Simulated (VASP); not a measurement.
# Ta (Fd-3m) in VASP: density of states with LDA

Aim: the density of states of Ta with LDA.

Everything below comes from runs of VASP 6.6.1. Logs are shortened: lines on timing, memory, paths and dates and some standing lists are left out, and cuts for length are marked.

## 1. The cell of the first run

The structure is cubic, space group Fd-3m (No. 227). The conventional cell has a = 5.933 Å, b = 5.933 Å, c = 5.933 Å, α = 90.00°, β = 90.00°, γ = 90.00°. Within 3.4 Å of Ta (site symmetry -43m) lie 4 Ta at 2.57 Å.

## 2. Density of states, LDA

POSCAR

```
Ta
1.0
    0.0000000000      2.9665721478      2.9665721478
    2.9665721478      0.0000000000      2.9665721478
    2.9665721478      2.9665721478      0.0000000000
Ta
2
Direct
   -0.1250000000     -0.1250000000     -0.1250000000
    0.1250000000      0.1250000000      0.1250000000
```

INCAR.step1

```
SYSTEM = Ta
PREC = Accurate ; ENCUT = 520
EDIFF = 1E-6 ; ISMEAR = -1
SIGMA = 0.08 ; LREAL = .FALSE.
LASPH = .TRUE. ; NELM = 100
ALGO = Normal ; ISIF = 2
LWAVE = .FALSE. ; LCHARG = .TRUE.
LMAXMIX = 4 ; NBANDS = 18
```

KPOINTS.step1

```
Automatic mesh
0
G
  13 13 13
  0 0 0
```

INCAR.step2

```
SYSTEM = Ta
PREC = Accurate ; ENCUT = 520
EDIFF = 1E-6 ; ISMEAR = -5
SIGMA = 0.08 ; LREAL = .FALSE.
LASPH = .TRUE. ; NELM = 100
ALGO = Normal ; ISIF = 2
LWAVE = .FALSE. ; LCHARG = .FALSE.
LMAXMIX = 4 ; LORBIT = 10
NBANDS = 18 ; NEDOS = 1001
ICHARG = 11
```

KPOINTS.step2

```
Automatic mesh
0
G
  20 20 20
  0 0 0
```

Potentials or basis: VASP PAW LDA potentials, release 64 (Ta_pv).

Run with:

```console
$ cat potpaw_LDA.64/Ta_pv/POTCAR > POTCAR
$ cp INCAR.step1 INCAR
$ cp KPOINTS.step1 KPOINTS
$ mpirun -np 1 vasp_std > vasp.out
$ cp INCAR.step2 INCAR
$ cp KPOINTS.step2 KPOINTS
$ mpirun -np 1 vasp_std > vasp.out
```

OUTCAR:

```text
SYSTEM = Ta
   PREC = Accurate
   ENCUT = 520
   EDIFF = 1E-6
   ISMEAR = -5
   LREAL = .FALSE.
   LASPH = .TRUE.
   NELM = 100
   ISIF = 2
   LORBIT = 10
   ICHARG = 11

 ion  position               nearest neighbor table
   1  0.875  0.875  0.875-   2 2.57   2 2.57   2 2.57   2 2.57
   2  0.125  0.125  0.125-   1 2.57   1 2.57   1 2.57   1 2.57

  LATTYP: Found a face centered cubic cell.
 ALAT       =     5.9331442956

  Lattice vectors:

 A1 = (   0.0000000000,   2.9665721478,   2.9665721478)
 A2 = (   2.9665721478,   0.0000000000,   2.9665721478)
 A3 = (   2.9665721478,   2.9665721478,   0.0000000000)

Analysis of symmetry for initial positions (statically):
=====================================================================
 Subroutine PRICEL returns:
 Original cell was already a primitive cell.

 Routine SETGRP: Setting up the symmetry group for a
 face centered cubic supercell.

 Subroutine GETGRP returns: Found 48 space group operations
 (whereof 12 operations were pure point group operations)
 out of a pool of 48 trial point group operations.

The static configuration has the point symmetry D_3d.
 The point group associated with its full space group is O_h .

Analysis of symmetry for dynamics (positions and initial velocities):
=====================================================================
 Subroutine PRICEL returns:
 Original cell was already a primitive cell.

 Routine SETGRP: Setting up the symmetry group for a
 face centered cubic supercell.

 Subroutine GETGRP returns: Found 48 space group operations
 (whereof 12 operations were pure point group operations)
 out of a pool of 48 trial point group operations.

The dynamic configuration has the point symmetry D_3d.
 The point group associated with its full space group is O_h .

 Subroutine INISYM returns: Found 48 space group operations
 (whereof 12 operations are pure point group operations),
 and found     1 'primitive' translations

----------------------------------------------------------------------------------------

                                     Primitive cell

  volume of cell :      52.2149

  direct lattice vectors                    reciprocal lattice vectors
     0.000000000  2.966572148  2.966572148    -0.168544696  0.168544696  0.168544696
     2.966572148  0.000000000  2.966572148     0.168544696 -0.168544696  0.168544696
     2.966572148  2.966572148  0.000000000     0.168544696  0.168544696 -0.168544696

[... 84 lines left out ...]
   NELM   =    100;   NELMIN=  2; NELMDL=  0     # of ELM steps
   EDIFF  = 0.1E-05   stopping-criterion for ELM
   LREAL  =      F    real-space projection
   EDIFFG = 0.1E-04   stopping-criterion for IOM
   NSW    =      0    number of steps for IOM
   IBRION =     -1    ionic relax: 0-MD 1-quasi-New 2-CG
   NFREE  =      0    steps in history (QN), initial steepest desc. (CG)
   ISIF   =      2    stress and relaxation
   ISYM   =      2    0-nonsym 1-usesym 2-fastsym
   POTIM  = 0.5000    time-step for ionic-motion
   TEBEG  =    0.0;   TEEND  =   0.0 temperature during run
   PSTRESS=    0.0 pullay stress
   NELECT =      22.0000    total number of electrons
   NUPDOWN=      -1.0000    fix difference up-down
   EMIN   =  10.00;   EMAX   =-10.00  energy-range for DOS
   EFERMI =   0.00;   METHOD = LEGACY
   ISMEAR =    -5;   SIGMA  =   0.08  broadening in eV -4-tet -1-fermi 0-gaus
   EFERMI_NEDOS =   21; number of points for ismear=-14 and -15
   IALGO  =     38    algorithm
   IMIX   =      4    mixing-type and parameters
     AMIX     =   0.40;   BMIX     =  1.00
     AMIX_MAG =   1.60;   BMIX_MAG =  1.00
  volume/ion in A,a.u.               =      26.11       176.18
  Fermi-wavevector in a.u.,A,eV,Ry     =   1.227300  2.319261 20.493991  1.506266
  Thomas-Fermi vector in A             =   2.362269
   LORBIT       =     10    0 simple, 1 ext, 2 COOP (PROOUT), +10 PAW based schemes
   GGA     = CA    functional components
   LHFCALC =     F    Hartree Fock is set to
   AEXX    =    0.0000 exact exchange contribution
   IVDW    =     0    specifies the selected vdW correction
   LEPSILON=     F    determine dielectric tensor
   LRPA    =     F    only Hartree local field effects (RPA)
 non-spin polarized calculation
 Fermi weights with tetrahedron method with Bloechl corrections
  energy-cutoff  :      520.00
  volume of cell :       52.21
 maximum number of plane-waves:      1424

 number of electron      22.0000000 magnetization

 Free energy of the ion-electron system (eV)
  ---------------------------------------------------
  ext. energy  EPLUGINS =         0.00000000
  ---------------------------------------------------
  free energy    TOTEN  =       -19.68012786 eV

  energy without entropy =      -19.68012786  energy(sigma->0) =      -19.68012786

 E-fermi :   2.3344     XC(G=0): -10.5842

 val. band max:        2.3788087348   @ k =   0.1500   0.0000   0.0000
 cond. band min:       2.2914194989   @ k =  -0.4000   0.5000   0.1000
 fundamental gap:     -0.0873892359
 Fermi energy:         2.3344313122

 k-point     1 :       0.0000    0.0000    0.0000
  band No.  band energies     occupation
      1     -31.6211      2.00000
      2     -31.6211      2.00000
      3     -31.6211      2.00000
      4     -30.6098      2.00000
      5     -30.6098      2.00000
      6     -30.6098      2.00000
[... 481 lines left out ...]
      5     -30.5073      2.00000
      6     -30.4854      2.00000
[... 10 lines left out ...]
     17       8.1735      0.00000
     18       8.7855      0.00000

 [... further k-points ...]
[... 5 lines left out ...]
  --------------------------------------------------------------------------------------
  -------------------------------------------------------------------------------------
  Total        0.1646717      0.1646717      0.1646717      0.0000000     -0.0000000      0.0000000
  in kB        5.0528326      5.0528326      5.0528326      0.0000000     -0.0000000      0.0000000
  external PRESSURE =       5.0528326 kB  Pullay stress =       0.0000000 kB

 VOLUME and BASIS-vectors are now :
 -----------------------------------------------------------------------------
  energy-cutoff  :      520.00
  volume of cell :       52.21
      direct lattice vectors                 reciprocal lattice vectors
     0.000000000  2.966572148  2.966572148    -0.168544696  0.168544696  0.168544696
     2.966572148  0.000000000  2.966572148     0.168544696 -0.168544696  0.168544696
     2.966572148  2.966572148  0.000000000     0.168544696  0.168544696 -0.168544696

 POSITION                                       TOTAL-FORCE (eV/Angst)
 -----------------------------------------------------------------------------------
      5.19150      5.19150      5.19150         0.000000      0.000000      0.000000
      0.74164      0.74164      0.74164        -0.000000     -0.000000     -0.000000
 -----------------------------------------------------------------------------------
    total drift:                                0.000000      0.000000     -0.000000

  FREE ENERGIE OF THE ION-ELECTRON SYSTEM (eV)
  ---------------------------------------------------
  free  energy   TOTEN  =       -19.6801278588 eV

  energy  without entropy=      -19.6801278588  energy(sigma->0) =      -19.68012786

 total charge

# of ion       s       p       d       tot
------------------------------------------
    1        0.482   6.011   2.626   9.120
    2        0.482   6.011   2.626   9.120
--------------------------------------------------
tot          0.964  12.023   5.253  18.240
```

OSZICAR.step1:

```text
N       E                     dE             d eps       ncg     rms          rms(c)
DAV:   1     0.170452099845E+03    0.17045E+03   -0.12501E+04  3024   0.118E+03
DAV:   2    -0.154231771187E+02   -0.18588E+03   -0.18276E+03  3694   0.335E+02
DAV:   3    -0.200067672062E+02   -0.45836E+01   -0.44725E+01  3786   0.489E+01
DAV:   4    -0.200574889064E+02   -0.50722E-01   -0.50496E-01  3650   0.528E+00
DAV:   5    -0.200579985482E+02   -0.50964E-03   -0.50952E-03  3654   0.516E-01    0.139E+01
DAV:   6    -0.198027396456E+02    0.25526E+00   -0.31248E-01  3882   0.413E+00    0.734E+00
DAV:   7    -0.197209942269E+02    0.81745E-01   -0.15334E-01  3858   0.318E+00    0.848E-01
DAV:   8    -0.197169669083E+02    0.40273E-02   -0.11540E-02  3352   0.646E-01    0.944E-02
DAV:   9    -0.197169839618E+02   -0.17054E-04   -0.19648E-04  3642   0.939E-02    0.413E-02
DAV:  10    -0.197169865039E+02   -0.25421E-05   -0.97897E-06  3694   0.267E-02    0.632E-03
DAV:  11    -0.197169862344E+02    0.26950E-06   -0.57409E-07  1864   0.581E-03
   1 F= -.19716986E+02 E0= -.19677994E+02  d E =-.779853E-01
```

Run time: 48 s. Hardware: 1 thread of Intel Xeon 6975P-C (Granite Rapids), shared host; peak memory 0.3 GiB.

What came out:

```yaml
Valence_electrons_inside_the_program's_atomic_spheres: Ta 9.12
```

Levels at points of the mesh, in eV from the Fermi level:
```
           k point  band 8  band 9  band 10  band 11  band 12  band 13  band 14  band 15
(0.00, 0.00, 0.00)   -1.19   -1.19    -0.28    -0.28    -0.28     2.17     2.17     2.17
(0.50, 0.00, 0.00)   -1.37   -1.04    -1.04    -0.42    -0.42     0.10     3.47     3.47
(0.50, 0.50, 0.00)   -2.22   -0.81    -0.81    -0.31    -0.31     1.84     1.84     4.73
```

Caveat: spin-orbit coupling is left out, which moves the levels of the heavy elements; tetrahedron occupations give inexact forces and stress in metals.
